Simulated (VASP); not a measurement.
A run of VASP 6.6.1 is set up as follows.

INCAR

```
SYSTEM = BN
PREC = Accurate
ENCUT = 600
EDIFF = 1E-6
ISMEAR = 0
SIGMA = 0.01
LREAL = .FALSE.
LASPH = .TRUE.
NELM = 80
ALGO = Normal
ISIF = 3
LWAVE = .FALSE.
LCHARG = .FALSE.
GGA = PS
IBRION = 2
NSW = 80
EDIFFG = -0.001
PSTRESS = 250.0
```

File KPOINTS:

```
Automatic mesh
0
G
  12 12 12
  0 0 0
```

Contents of POSCAR:

```
BN
1.0
    0.0000000000      1.8028454624      1.8028454624
    1.8028454624      0.0000000000      1.8028454624
    1.8028454624      1.8028454624      0.0000000000
B N
1 1
Direct
    0.0000000000      0.0000000000      0.0000000000
    0.7500000000      0.7500000000      0.7500000000
```

Potentials or basis: VASP PAW PBE potentials, release 64 (B, N).

Launch:

```bash
$ cat potpaw_PBE.64/B/POTCAR potpaw_PBE.64/N/POTCAR > POTCAR
$ mpirun -np 1 vasp_std > vasp.out
```

Problem. Predict the relaxed cell.

Solution. a = 2.501 Å, b = 2.501 Å, c = 2.501 Å, α = 60.00°, β = 60.00°, γ = 60.00°.

Problem. Estimate the relaxed volume.

Solution. 5.53 Å³/atom.

Problem. What does it give for the space group after relaxing (to 0.05 Å)?

Solution. F-43m (No. 216).

Step by step:
```tsv
step	energy change (eV)	largest force (eV/Å)	pressure (GPa)	volume (Å³)
1	0.0000	0.0000	0.33	11.72
2	0.2753	0.0000	66.43	10.25
3	0.0476	0.0000	24.50	11.08
4	0.0495	0.0000	25.02	11.07
```

Caveat: the cell is relaxed towards a set pressure, so the enthalpy falls and the energy may rise; the PAW data sets were made with another functional, which shifts forces and pressure a little.
